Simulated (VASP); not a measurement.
Set up this calculation in VASP 6.6.1, as the native input.

```yaml
Task: single point
Functional: PBE
Potentials_or_basis: VASP PAW PBE potentials, release 64 (In_d, P, N)
Cutoff: 520 eV
k_mesh: 6 × 6 × 2
Occupations: gaussian, width 0.1 eV
Spin: no spin polarisation
Dipole_correction: no
Further_INCAR_settings: ALGO = Normal; EDIFF = 1e-06; NBANDS = 28
```

The structure of InP2N3 lies in POSCAR:

```
InP2N3
1.0
    2.9264011200     -1.7147540900      0.0000000000
    2.9264011200      1.7147540900      0.0000000000
   -0.0627834100      0.0000000000      8.4647447300
In P N
1 2 3
Direct
    0.5000000000      0.5000000000      0.5000000000
    0.1610532300      0.1610532300      0.1710066900
    0.8389467700      0.8389467700      0.8289933100
    0.5000000000      0.5000000000      0.0000000000
    0.1692024500      0.1692024500      0.6545677800
    0.8307975500      0.8307975500      0.3454322200
```

The input as run:

INCAR

```
SYSTEM = InP2N3
  ALGO = Normal
  EDIFF = 1E-6
  ENCUT = 520
  GGA = PE
  ISIF = 2
  ISMEAR = 0
  LASPH = .TRUE.
  LCHARG = .FALSE.
  LREAL = .FALSE.
  LWAVE = .FALSE.
  NBANDS = 28
  NELM = 80
  PREC = Accurate
  SIGMA = 0.1
```

KPOINTS

```
k-points
0
G
  6 6 2
  0 0 0
```

Potentials or basis: VASP PAW PBE potentials, release 64 (In_d, P, N).

Launch:

```console
$ cat potpaw_PBE.64/In_d/POTCAR potpaw_PBE.64/P/POTCAR potpaw_PBE.64/N/POTCAR > POTCAR
$ mpirun -np 1 vasp_std > vasp.out
```

It gave:

The pressure is -20.8 GPa, the largest force is 1.063 eV/Å and the band gap on the k mesh is 0.28 eV, indirect (least direct gap 0.50 eV).

Caveat: spin-orbit coupling is left out, which moves the levels of the heavy elements; forces of over 1 eV/Å act on the atoms, so gaps and moduli don't describe the material at rest.

It took 64 s on 1 thread of Intel(R) Xeon(R) Platinum 8375C CPU @ 2.90GHz (Ice Lake) (shared host), peak memory 0.24 GiB.
